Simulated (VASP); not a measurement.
# H3C3NO2 in VASP: a series of runs, part 2 of 2

VASP 6.6.1.

### Step 3. Single point, PBE+D3(BJ)

INCAR reads:

```
SYSTEM = H3C3NO2
ALGO = Normal ; EDIFF = 1E-7
ENCUT = 520 ; GGA = PE
ISIF = 2 ; ISMEAR = -1
IVDW = 12 ; LASPH = .TRUE.
LCHARG = .FALSE. ; LREAL = Auto
LWAVE = .FALSE. ; NBANDS = 67
NELM = 60 ; PREC = Accurate
SIGMA = 0.02
```

KPOINTS reads:

```
k-points
0
G
  1 1 1
  0 0 0
```

POSCAR reads:

```
H3C3NO2
1.0
    7.4476350000      0.0000000000      0.0000000000
    0.0000000000      7.4476350000      0.0000000000
    0.0000000000      0.0000000000      7.4476350000
C N H O
9 3 9 6
Direct
    0.7762061379      0.7620002860      0.6632978120
    0.7805028039      0.9570286406      0.6958182027
    0.4550303553      0.0906865065      0.2998132964
    0.5677641291      0.0085799049      0.1700002753
   -0.0576424597      0.2452053571      0.3332333016
    0.0980311199      0.3734071286      0.3573617665
    0.2497034293      0.7814695538      0.5636957235
    0.3415446648      0.2410563890      0.8116267782
    0.6475881270      0.4783531953      0.1131500134
    0.7742726382      1.1115609183      0.7286071350
    0.6706961337     -0.0844160596      0.0885516006
    0.2034471346      0.4693167697      0.4160649656
    0.8002137591      0.7544811205      0.5175736996
    0.8965664939      0.6782018721      0.7065330135
    0.6565842714      0.6950931403      0.7117427210
    0.3380267696      0.0077339988      0.2881585899
    0.5310410620      0.0867792259      0.4280687762
    0.4342720877      0.2239368605      0.2638421459
   -0.0104731233      0.1323507395      0.2553830847
   -0.1182657313      0.1793455238      0.4563462092
   -0.1516991636      0.3039488374      0.2361957856
    0.3598994849      0.7446659241      0.6627070204
    0.1371307804      0.8288402963      0.4634357081
    0.3967165416      0.1268456362      0.7244313128
    0.2942410577      0.3630414219      0.9009302953
    0.7141193144      0.4236781206     -0.0240076212
    0.5800364814      0.5148748562      0.2524156997
```

Potentials or basis: VASP PAW PBE potentials, release 64 (C, N, H, O).

Launch:

```bash
cat potpaw_PBE.64/C/POTCAR potpaw_PBE.64/N/POTCAR potpaw_PBE.64/H/POTCAR potpaw_PBE.64/O/POTCAR > POTCAR
mpirun -np 1 vasp_gam > vasp.out
```

OUTCAR:

```text
SYSTEM = H3C3NO2
   EDIFF = 1E-7
   ENCUT = 520
   GGA = PE
   ISIF = 2
   ISMEAR = -1
   IVDW = 12
   LASPH = .TRUE.
   LREAL = Auto
   NELM = 60
   PREC = Accurate
 IVDW          = 12

 ion  position               nearest neighbor table
   1  0.776  0.762  0.663-  15 1.08  13 1.10  14 1.14   2 1.47
   2  0.781  0.957  0.696-  10 1.18   1 1.47
   3  0.455  0.091  0.300-  18 1.04  16 1.07  17 1.11   4 1.42
   4  0.568  0.009  0.170-  11 1.20   3 1.42
   5  0.942  0.245  0.333-  19 1.08  21 1.10  20 1.13   6 1.51
[... 312 lines left out ...]
  -------------------------------------------------------------------------------------
  Total       3.71817     0.81375     0.66160    -0.85738     0.04601     3.44642
  in kB      14.42066     3.15609     2.56597    -3.32527     0.17844    13.36668
  external pressure =        6.71 kB  Pullay stress =        0.00 kB

 VOLUME and BASIS-vectors are now :
 -----------------------------------------------------------------------------
  energy-cutoff  :      520.00
  volume of cell :      413.10
      direct lattice vectors                 reciprocal lattice vectors
     7.447635000  0.000000000  0.000000000     0.134270812  0.000000000  0.000000000
     0.000000000  7.447635000  0.000000000     0.000000000  0.134270812  0.000000000
     0.000000000  0.000000000  7.447635000     0.000000000  0.000000000  0.134270812

 POSITION                                       TOTAL-FORCE (eV/Angst)
 -----------------------------------------------------------------------------------
      5.78090      5.67510      4.94000         1.885918      0.133747     -0.679660
      5.81290      7.12760      5.18220        -0.000486      0.031371      1.150015
      3.38890      0.67540      2.23290         1.241781     -1.091034      0.325756
      4.22850      0.06390      1.26610         3.597968     -2.981671     -2.133392
      7.01833      1.82620      2.48180         1.032737      0.293154     -0.462962
      0.73010      2.78100      2.66150        -3.340796     -2.524451      0.481720
[... 19 lines left out ...]
      5.31850      3.15540      7.26884        -1.012650      1.237722      2.068216
      4.31990      3.83460      1.87990         0.454757      0.156678     -0.842343
 -----------------------------------------------------------------------------------
    total drift:                               -0.004695     -0.014716     -0.001468

  FREE ENERGIE OF THE ION-ELECTRON SYSTEM (eV)
  ---------------------------------------------------
  free  energy   TOTEN  =      -179.2536884922 eV

  energy  without entropy=     -179.2536884922  energy(sigma->0) =     -179.25368849
```

OSZICAR:

```text
N       E                     dE             d eps       ncg     rms          rms(c)
DAV:   1     0.757230272797E+03    0.75723E+03   -0.51265E+04   142   0.130E+03
DAV:   2    -0.111671679719E+03   -0.86890E+03   -0.82854E+03   172   0.303E+02
DAV:   3    -0.192380518284E+03   -0.80709E+02   -0.80189E+02   164   0.100E+02
[... 11 lines left out ...]
DAV:  15    -0.177890568588E+03    0.30725E-04   -0.26967E-05   140   0.266E-02    0.107E-02
DAV:  16    -0.177890549310E+03    0.19278E-04   -0.13125E-05   148   0.190E-02    0.410E-03
DAV:  17    -0.177890548379E+03    0.93090E-06   -0.32403E-06   172   0.879E-03    0.280E-03
DAV:  18    -0.177890548199E+03    0.18041E-06   -0.84658E-07   140   0.403E-03    0.129E-03
DAV:  19    -0.177890548159E+03    0.39574E-07   -0.15133E-07   100   0.216E-03
   1 F= -.17925369E+03 E0= -.17925369E+03  d E =-.292334E-11
```

stdout:

```text
POSCAR found type information on POSCAR C N H O
 POSCAR found :  4 types and      27 ions
 scaLAPACK will be used
 LDA part: xc-table for (Slater+PW92), standard interpolation
 POSCAR, INCAR and KPOINTS ok, starting setup
 FFT: planning ... GRIDC
 FFT: planning ... GRID_SOFT
 FFT: planning ... GRID
 WAVECAR not read
 entering main loop
```

Run time: 2.4 min. Hardware: 1 thread of Intel Xeon 8259CL, shared host; peak memory 0.4 GiB.

What came out:

* Free energy: -179.2537 eV
* Pressure: 0.7 GPa
* Largest force: 5.137 eV/Å
* Band gap on the k mesh: 5.65 eV
* Dispersion energy per atom: -0.050 eV

Forces on the atoms (eV/Å):
```
C    1.886  0.134 -0.680
C    0.000  0.031  1.150
C    1.242 -1.091  0.326
C    3.598 -2.982 -2.133
C    1.033  0.293 -0.463
C   -3.341 -2.524  0.482
C   -2.496  0.985 -2.380
C   -0.614  2.542  1.572
C    0.421 -0.878 -1.348
N    0.327 -1.271 -0.675
N   -2.195  1.970  1.440
N    1.632  1.089  0.306
H   -0.775 -0.375 -0.211
H   -0.759  1.155  0.412
H   -0.366  0.129 -0.143
H   -1.120 -0.052  0.764
H   -0.700 -0.097 -0.073
H   -0.783  2.034 -0.244
H    0.491 -0.620 -0.355
H    0.505  1.292 -0.493
H   -0.123  0.036  0.588
O    2.675 -1.111  2.620
O   -0.305  0.316 -0.145
O    0.523 -2.213 -1.630
O   -0.198 -0.187  0.089
O   -1.013  1.238  2.068
O    0.455  0.157 -0.842
```

Caveat: the k points lie up to 0.84 Å⁻¹ apart.

### Step 4. Single point, PBE+D3(BJ)

INCAR reads:

```
SYSTEM = H3C3NO2
PREC     = Accurate       ! precision mode
ENCUT    = 520            ! plane-wave cutoff, eV
EDIFF    = 1E-6           ! SCF threshold, eV
ISMEAR   = -1             ! smearing method
SIGMA    = 0.02           ! smearing width, eV
LREAL    = Auto         
LASPH    = .TRUE.         ! aspherical terms in the spheres
NELM     = 80             ! most SCF steps
ALGO     = Normal         ! electronic algorithm
ISIF     = 2              ! what is computed and relaxed
LWAVE    = .FALSE.        ! write WAVECAR
LCHARG   = .FALSE.        ! write CHGCAR
GGA      = PE             ! functional
IVDW     = 12             ! dispersion correction
NBANDS   = 67             ! bands
```

KPOINTS reads:

```
regular mesh
0
G
  1 1 1
  0 0 0
```

POSCAR reads:

```
H3C3NO2
1.0
    7.4476350000      0.0000000000      0.0000000000
    0.0000000000      7.4476350000      0.0000000000
    0.0000000000      0.0000000000      7.4476350000
C N H O
9 3 9 6
Direct
    0.7870283654      0.7552867454      0.6572959067
    0.7738295445      0.9494960481      0.6895074745
    0.4524657828      0.1003271508      0.2834725386
    0.5719399514     -0.0062570198      0.1662809738
   -0.0423221600      0.2230641002      0.3238477718
    0.1001391717      0.3473854452      0.3870221889
    0.2349604942      0.7910296356      0.5606746303
    0.3525951527      0.2455678883      0.8269873591
    0.6320664211      0.4599849482      0.1093904307
    0.7886664693      1.1049682215      0.7088961798
    0.6701187692     -0.0808041747      0.0761046963
    0.2061459779      0.4614887813      0.4007983742
    0.8104183409      0.7548570788      0.5138141168
    0.9054283675      0.6890643808      0.7198795322
    0.6619819580      0.6821494340      0.6664800302
    0.3171879395      0.0411674310      0.2815524660
    0.4955398593      0.1127874822      0.4260815682
    0.4333187650      0.2333895257      0.2354975774
    0.0198720802      0.1241199387      0.2479310546
   -0.1180240439      0.1446230918      0.4271288805
   -0.1351704266      0.2933682975      0.2426542117
    0.3423100085      0.7462503197      0.6676750405
    0.1282957610      0.8225429952      0.4536742201
    0.4009460721      0.1300949899      0.7300438327
    0.2768664146      0.3588118913      0.9023401388
    0.6989198585      0.4239466623     -0.0279417560
    0.5804795751      0.5134650127      0.2528050851
```

Potentials or basis: VASP PAW PBE potentials, release 64 (C, N, H, O).

Launch:

```bash
cat potpaw_PBE.64/C/POTCAR potpaw_PBE.64/N/POTCAR potpaw_PBE.64/H/POTCAR potpaw_PBE.64/O/POTCAR > POTCAR
mpirun -np 1 vasp_gam > vasp.out
```

OUTCAR:

```text
SYSTEM = H3C3NO2
   PREC = Accurate
   ENCUT = 520
   EDIFF = 1E-6
   ISMEAR = -1
   LREAL = Auto
   LASPH = .TRUE.
   NELM = 80
   ISIF = 2
   GGA = PE
   IVDW = 12
 IVDW          = 12

 ion  position               nearest neighbor table
   1  0.787  0.755  0.657-  15 1.08  13 1.08  14 1.11   2 1.47
   2  0.774  0.949  0.690-  10 1.17   1 1.47
   3  0.452  0.100  0.283-  18 1.06  16 1.10  17 1.11   4 1.48
   4  0.572  0.994  0.166-  11 1.14   3 1.48
   5  0.958  0.223  0.324-  19 1.04  21 1.06  20 1.12   6 1.48
   6  0.100  0.347  0.387-  12 1.16   5 1.48
   7  0.235  0.791  0.561-  23 1.15  22 1.18
   8  0.353  0.246  0.827-  25 1.16  24 1.18
   9  0.632  0.460  0.109-  26 1.17  27 1.20
  10  0.789  0.105  0.709-   2 1.17
  11  0.670  0.919  0.076-   4 1.14
  12  0.206  0.461  0.401-   6 1.16
  13  0.810  0.755  0.514-   1 1.08
  14  0.905  0.689  0.720-   1 1.11
  15  0.662  0.682  0.666-   1 1.08
[... 10 lines left out ...]
  26  0.699  0.424  0.972-   9 1.17
  27  0.580  0.513  0.253-   9 1.20

  LATTYP: Found a simple cubic cell.
 ALAT       =     7.4476350000

  Lattice vectors:

 A1 = (   7.4476350000,   0.0000000000,   0.0000000000)
 A2 = (   0.0000000000,   7.4476350000,   0.0000000000)
 A3 = (   0.0000000000,   0.0000000000,   7.4476350000)

Analysis of symmetry for initial positions (statically):
=====================================================================
 Subroutine PRICEL returns:
 Original cell was already a primitive cell.

 Routine SETGRP: Setting up the symmetry group for a
 simple cubic supercell.

 Subroutine GETGRP returns: Found  1 space group operations
 (whereof  1 operations were pure point group operations)
 out of a pool of 48 trial point group operations.

The static configuration has the point symmetry C_1 .

Analysis of symmetry for dynamics (positions and initial velocities):
=====================================================================
 Subroutine PRICEL returns:
 Original cell was already a primitive cell.

[... 157 lines left out ...]
   LORBIT       =      0    0 simple, 1 ext, 2 COOP (PROOUT), +10 PAW based schemes
   GGA     = PE    functional components
   LHFCALC =     F    Hartree Fock is set to
   AEXX    =    0.0000 exact exchange contribution
   IVDW    =    12    specifies the selected vdW correction
   LEPSILON=     F    determine dielectric tensor
   LRPA    =     F    only Hartree local field effects (RPA)
 non-spin polarized calculation
  energy-cutoff  :      520.00
  volume of cell :      413.10
 maximum number of plane-waves:      5534
 NGX is ok and might be reduce to    54
   NGX = 27   NGY = 27   NGZ = 27

 number of electron      95.9999999 magnetization

 Free energy of the ion-electron system (eV)
  ---------------------------------------------------
  ext. energy  EPLUGINS =         0.00000000
  ---------------------------------------------------
  free energy    TOTEN  =      -178.12970285 eV

  energy without entropy =     -178.12970285  energy(sigma->0) =     -178.12970285

 E-fermi :  -3.4532     XC(G=0):  -6.5472

 val. band max:       -3.9633825690   @ k =   0.0000   0.0000   0.0000
 cond. band min:       1.3837851917   @ k =   0.0000   0.0000   0.0000
 fundamental gap:      5.3471677607
 Fermi energy:        -3.4531598990

 k-point     1 :       0.0000    0.0000    0.0000
  band No.  band energies     occupation
      1     -25.6936      2.00000
      2     -25.6526      2.00000
      3     -25.5438      2.00000
      4     -24.5123      2.00000
      5     -24.4487      2.00000
      6     -24.3026      2.00000
[... 52 lines left out ...]
     59       3.3976      0.00000
     60       3.5090      0.00000
 [bands above 60 left out]

------------------------ aborting loop because EDIFF is reached ----------------------------------------

 Edisp (eV)   -1.36698

 E8    (eV) :    -0.3368

  FORCE on cell =-STRESS in cart. coord.  units (eV):
  Direction    XX          YY          ZZ          XY          YZ          ZX
  --------------------------------------------------------------------------------------
  -------------------------------------------------------------------------------------
  Total       4.41185     2.69759     3.66885    -3.42219     0.18906    -1.46227
  in kB      17.11103    10.46239    14.22937   -13.27271     0.73326    -5.67131
  external pressure =       13.93 kB  Pullay stress =        0.00 kB

 VOLUME and BASIS-vectors are now :
 -----------------------------------------------------------------------------
  energy-cutoff  :      520.00
  volume of cell :      413.10
      direct lattice vectors                 reciprocal lattice vectors
     7.447635000  0.000000000  0.000000000     0.134270812  0.000000000  0.000000000
     0.000000000  7.447635000  0.000000000     0.000000000  0.134270812  0.000000000
     0.000000000  0.000000000  7.447635000     0.000000000  0.000000000  0.134270812

 POSITION                                       TOTAL-FORCE (eV/Angst)
 -----------------------------------------------------------------------------------
      5.86150      5.62510      4.89530         0.307734      0.803061     -0.621470
      5.76320      7.07150      5.13520         0.629385     -0.076255      0.707240
      3.36980      0.74720      2.11120         0.031241     -1.397684      0.231641
      4.25960      7.40104      1.23840        -2.493418      2.371347      2.848223
      7.13243      1.66130      2.41190         0.361384      0.386680      2.407839
      0.74580      2.58720      2.88240        -1.325299     -0.347617     -0.669140
[... 19 lines left out ...]
      5.20530      3.15740      7.23954        -0.131775     -0.569794     -0.633707
      4.32320      3.82410      1.88280         0.457842     -1.020066     -1.955507
 -----------------------------------------------------------------------------------
    total drift:                                0.017742     -0.000883      0.000994

  FREE ENERGIE OF THE ION-ELECTRON SYSTEM (eV)
  ---------------------------------------------------
  free  energy   TOTEN  =      -179.4966828797 eV

  energy  without entropy=     -179.4966828797  energy(sigma->0) =     -179.49668288
```

stdout:

```text
POSCAR found type information on POSCAR C N H O
 POSCAR found :  4 types and      27 ions
 scaLAPACK will be used
 LDA part: xc-table for (Slater+PW92), standard interpolation
 POSCAR, INCAR and KPOINTS ok, starting setup
 FFT: planning ... GRIDC
 FFT: planning ... GRID_SOFT
 FFT: planning ... GRID
 WAVECAR not read
 entering main loop
```

Wall time 1.9 min (1 thread of Intel Xeon 8259CL, shared host); peak memory 0.39 GiB.

What came out:

| Property | Result |
| --- | --- |
| Free energy | -179.4967 eV |
| Pressure | 1.4 GPa |
| Largest force | 4.467 eV/Å |
| Band gap on the k mesh | 5.35 eV |
| Dispersion energy per atom | -0.051 eV |

Forces on the atoms (eV/Å):
```
C    0.308  0.803 -0.621
C    0.629 -0.076  0.707
C    0.031 -1.398  0.232
C   -2.493  2.371  2.848
C    0.361  0.387  2.408
C   -1.325 -0.348 -0.669
C    2.118 -1.433  1.854
C   -0.416 -1.500 -2.242
C   -0.228  2.079  2.495
N   -0.186 -0.781 -0.234
N    2.113 -1.901 -1.890
N    0.155 -0.304  0.441
H    0.363 -0.354 -0.730
H   -0.717  0.352  0.133
H   -0.360 -0.125  0.729
H    0.158 -0.191  0.063
H    0.151 -0.296 -0.595
H    0.054  1.029 -0.477
H    0.969 -1.494 -1.510
H    0.515  0.875  0.020
H   -0.659  0.708 -0.714
O   -0.117  0.328  0.044
O   -1.875  1.250 -1.879
O    0.371  0.187  0.587
O   -0.246  1.423  1.591
O   -0.132 -0.570 -0.634
O    0.458 -1.020 -1.956
```

Stress tensor (GPa, compression positive):
```
 1.71 -1.33 -0.57
-1.33  1.05  0.07
-0.57  0.07  1.42
```

Levels at points of the mesh, in eV from the valence-band top:
```tsv
k point	band 45	band 46	band 47	band 48	band 49	band 50	band 51	band 52
(0.00, 0.00, 0.00)	-0.75	-0.64	-0.33	0.00	5.35	6.08	6.50	6.63
```

Caveat: the k points lie up to 0.84 Å⁻¹ apart.
